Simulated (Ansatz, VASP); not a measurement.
## Two plane-wave programs on Mo

Contents of INCAR:

```
SYSTEM = Mo
PREC = Accurate
ENCUT = 520
EDIFF = 1E-6
ISMEAR = -1
SIGMA = 0.05
LREAL = .False.
LASPH = .True.
NELM = 150
ALGO = Normal
ISIF = 2
LWAVE = .False.
LCHARG = .True.
MAGMOM = 0 0 0
LORBIT = 11
LSORBIT = .True.
GGA_COMPAT = .False.
LORBMOM = .True.
LMAXMIX = 4
GGA = PE
LVHAR = .True.
NBANDS = 25
```

Contents of KPOINTS:

```
regular mesh
0
Gamma
  9 9 9
  0 0 0
```

File POSCAR:

```
Mo
1.0
   -1.5838089719      1.5838089719      1.5838089719
    1.5838089719     -1.5838089719      1.5838089719
    1.5838089719      1.5838089719     -1.5838089719
Mo
1
Direct
    0.0000000000      0.0000000000      0.0000000000
```

File input.yaml:

```yaml
crystal:
  lattice:
    - [-1.5838089719, 1.5838089719, 1.5838089719]
    - [1.5838089719, -1.5838089719, 1.5838089719]
    - [1.5838089719, 1.5838089719, -1.5838089719]
  atoms:
    - { symbol: Mo, position: [0.0, 0.0, 0.0] }
hamiltonian:
  xc: pbe
  pseudopotentials: { kind: paw_fr }
magnetization:
  noncollinear: true
  spin_orbit: true
kpoints:
  mp_grid: { grid: [9, 9, 9] }
  band_path:
    path:
      - [[0.0, 0.0, 0.0], [0.5, -0.5, 0.5], [0.0, 0.0, 0.5], [0.0, 0.0, 0.0], [0.25, 0.25, 0.25], [0.5, -0.5, 0.5]]
      - [[0.25, 0.25, 0.25], [0.0, 0.0, 0.5]]
    npoints: 14
scf:
  occupations: { method: fermi_dirac, width: 0.05 }
  n_extra_bands: 6
output:
  forces: true
  stress: true
  eigenvalues: true
  fatbands: false
```

Alike in both runs: functional PBE; k mesh 9 × 9 × 9; occupations fermi-dirac, width 0.05 eV; non-collinear spin, spin-orbit coupling.

|  | VASP | Ansatz |
| --- | --- | --- |
| version | VASP 6.6.1 | Ansatz 0.2.0 |
| potentials or method | VASP PAW PBE potentials, release 64 (Mo_sv) | Ansatz PAW |
| plane-wave cutoff (eV) | 520 | 420 |
| valence electrons in the cell | 14 | 14 |
| task | single point | band structure |

Ansatz gave:

```
pressure (GPa)           : -2.0
net moment per atom (μB) : 0.00
```

Question: What did VASP give for the same quantities?

Answer: Pressure (GPa): -1.4; net moment per atom (μB): 0.00.
